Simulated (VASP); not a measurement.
Set up this calculation in VASP 6.6.1, as the native input.

```
Task                   : single point
Functional             : PBEsol
Potentials or basis    : VASP PAW PBE potentials, release 64 (Nb_sv, Sc_sv)
Cutoff                 : 520 eV
k mesh                 : 10 × 10 × 5
Occupations            : fermi-dirac, width 0.05 eV
Spin                   : no spin polarisation
Dipole correction      : no
Further INCAR settings : ALGO = Fast; EDIFF = 1e-06; NBANDS = 19
```

The structure of ScNb lies in POSCAR:

```
ScNb
1.0
    2.8672348059      0.0000000000      0.0000000000
   -1.4336174030      2.4830981805      0.0000000000
    0.0000000000      0.0000000000      4.7937565550
Nb Sc
1 1
Direct
    0.3333333333      0.6666666667      0.5000000000
    0.0000000000      0.0000000000      0.0000000000
```

These files were run (other wordings do the same):

INCAR

```
SYSTEM = ScNb
PREC     = Accurate       ! precision mode
ENCUT    = 520            ! plane-wave cutoff, eV
EDIFF    = 1E-6           ! SCF threshold, eV
ISMEAR   = -1             ! smearing method
SIGMA    = 0.05           ! smearing width, eV
LREAL    = .False.        ! projectors in reciprocal space
LASPH    = .True.         ! aspherical terms in the spheres
NELM     = 80             ! most SCF steps
ALGO     = Fast           ! electronic algorithm
ISIF     = 2              ! what is computed and relaxed
LWAVE    = .False.        ! write WAVECAR
LCHARG   = .False.        ! write CHGCAR
GGA      = PS             ! functional
NBANDS   = 19             ! bands
```

KPOINTS

```
Automatic mesh
0
Gamma
  10 10 5
  0 0 0
```

Potentials or basis: VASP PAW PBE potentials, release 64 (Nb_sv, Sc_sv).

Launch:

```bash
$ cat potpaw_PBE.64/Nb_sv/POTCAR potpaw_PBE.64/Sc_sv/POTCAR > POTCAR
$ mpirun -np 1 vasp_std > vasp.out
```

It gave:

```json
{"Pressure": "20.0 GPa", "Band gap on the k mesh": "zero (bands 12 and 13 overlap by 1.10 eV)"}
```

Caveat: the cell stands under pressure; the PAW data sets were made with another functional, which shifts forces and pressure a little.

It took 110 s on 1 thread of Intel Xeon 8259CL, on a shared host, peak memory 0.17 GiB.
